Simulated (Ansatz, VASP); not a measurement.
## Ta2AlN3: VASP beside Ansatz

INCAR

```
SYSTEM = Ta2AlN3
  PREC = Accurate
  ENCUT = 600
  EDIFF = 1E-6
  ISMEAR = 0
  SIGMA = 0.1
  LREAL = .FALSE.
  LASPH = .TRUE.
  NELM = 60
  ALGO = Normal
  ISIF = 3
  LWAVE = .FALSE.
  LCHARG = .FALSE.
  GGA = PE
  IBRION = 2
  NSW = 90
  EDIFFG = -0.04
```

Contents of KPOINTS:

```
regular mesh
0
G
  6 6 2
  0 0 0
```

Contents of POSCAR:

```
Ta2AlN3
1.0
    3.3533372100      0.0000000000      0.0000000000
   -1.6766686000      2.9040752100      0.0000000000
    0.0000000000      0.0000000000      8.2139650900
Ta Al N
2 1 3
Direct
    0.0000000000      0.0000000000      0.0000000000
    0.6666666700      0.3333333300      0.3333333300
    0.3333333300      0.6666666700      0.6666666700
    0.3333333300      0.6666666700      0.9166666700
    0.6666666700      0.3333333300      0.5833333300
    0.0000000000      0.0000000000      0.2500000000
```

Input for Ansatz:

```yaml
crystal:
  lattice:
    - [3.35333721, 0.0, 0.0]
    - [-1.6766686, 2.90407521, 0.0]
    - [0.0, 0.0, 8.21396509]
  atoms:
    - { symbol: Ta, position: [0.0, 0.0, 0.0] }
    - { symbol: Ta, position: [0.66666667, 0.33333333, 0.33333333] }
    - { symbol: Al, position: [0.33333333, 0.66666667, 0.66666667] }
    - { symbol: "N", position: [0.33333333, 0.66666667, 0.91666667] }
    - { symbol: "N", position: [0.66666667, 0.33333333, 0.58333333] }
    - { symbol: "N", position: [0.0, 0.0, 0.25] }
basis:
  ecutwfc: 420
kpoints:
  mp_grid: { grid: [6, 6, 2] }
hamiltonian:
  xc: pbe
scf:
  occupations: { method: gaussian, width: 0.1 }
  lower_state_search: "off"
output:
  forces: true
  stress: true
  eigenvalues: true
relax:
  adjacent_minimum: "off"
  f_tol: 0.04
  max_steps: 70
  cell: { stress_tol: 0.4 }
```

Alike in both runs: task relaxation of cell and atoms; functional PBE; k mesh 6 × 6 × 2; occupations gaussian, width 0.1 eV; no spin polarisation.

```csv
,VASP,Ansatz
version,VASP 6.6.1,Ansatz 0.2.0
potentials or method,"VASP PAW PBE potentials, release 64 (Ta_pv, Al, N), cutoff 600 eV","scalar-relativistic, plane waves, PAW"
valence electrons in the cell,40,44
```

VASP gave:

| Item | Value |
| --- | --- |
| gap on the k mesh at the Fermi level, each at its own relaxed structure (eV) | none |
| relaxed volume (Å³/atom) | 12.47 |
| relaxed cell length with the largest relative difference (Å) | 8.438 |

Task: What did Ansatz give for the same quantities?

Result: gap on the k mesh at the Fermi level, each at its own relaxed structure (eV): none; relaxed volume (Å³/atom): 12.48; relaxed cell length with the largest relative difference (Å): 8.420.

A gap of «none» marks a metal or a gap that the smearing closes. VASP's potentials hold 40 valence electrons a cell and Ansatz's 44, so a difference there can come from the potentials and not from the codes.

The k mesh is coarse, so the values compare programs but aren't converged. Neither program's run includes spin-orbit coupling.
